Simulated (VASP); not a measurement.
Crystal: CoO.

```xyz
2
Lattice="-1.5080 1.5080 2.1072 1.5080 -1.5080 2.1072 1.5080 1.5080 -2.1072" Properties=species:S:1:pos:R:3 pbc="T T T"
Co    0.0000    0.0000    0.0000
O     0.0000    0.0000    2.1072
```

```yaml
Program: VASP 6.6.1
Task: relaxation of cell and atoms
Functional: PBE
Potentials_or_basis: VASP PAW PBE potentials, release 64 (Co, O)
Cutoff: 600 eV
k_mesh: 4 × 4 × 4
Occupations: gaussian, width 0.1 eV
Spin: collinear spin, ferromagnetic start
Starting_moments: "[2.73, 0.35] μB"
```

At the start: pressure -5.8 GPa; volume 9.58 Å³/atom.

Question: How do energy, volume and symmetry change on relaxing?

Answer: Over 12 steps the energy falls by 5.9 meV/atom and the volume is 9.27 Å³/atom (-3.2 %); space group Fm-3m (No. 225, to 0.1 Å) before and after; moment 2.38 μB per cell.

The path:
| step | energy change (eV) | largest force (eV/Å) | pressure (GPa) | volume (Å³) |
| --- | --- | --- | --- | --- |
| 1 | 0.0000 | 0.0000 | -5.77 | 19.17 |
| 2 | -0.0078 | 0.0000 | 3.75 | 18.23 |
| 3 | -0.0115 | 0.0000 | 0.00 | 18.55 |
| 4 | -0.0115 | 0.0000 | 0.19 | 18.54 |
| 5 | -0.0116 | 0.0000 | 0.18 | 18.54 |
| 6 | -0.0117 | 0.0000 | 0.20 | 18.54 |
| 7 | -0.0118 | 0.0000 | 0.25 | 18.53 |
| 8 | -0.0117 | 0.0000 | 0.41 | 18.52 |
| 9 | -0.0119 | 0.0000 | 0.28 | 18.53 |
| 10 | -0.0118 | 0.0000 | -0.48 | 18.60 |
| 11 | -0.0119 | 0.0000 | -0.08 | 18.55 |
| 12 | -0.0119 | 0.0000 | 0.04 | 18.55 |

Final structure:
```cif
data_structure
_symmetry_space_group_name_H-M 'P 1'
_symmetry_Int_Tables_number 1
_cell_length_a 2.9711
_cell_length_b 2.9711
_cell_length_c 2.9711
_cell_angle_alpha 119.985
_cell_angle_beta 119.985
_cell_angle_gamma 90.027
_cell_volume 18.55
loop_
_atom_site_label
_atom_site_type_symbol
_atom_site_fract_x
_atom_site_fract_y
_atom_site_fract_z
_atom_site_occupancy
Co1 Co 0.00000 0.00000 0.00000 1
O1 O 0.50000 0.50000 0.00000 1
```

Caveat: the k points lie up to 0.65 Å⁻¹ apart in the final cell; a cell with one magnetic atom can't hold antiferromagnetic order, which such compounds often take.
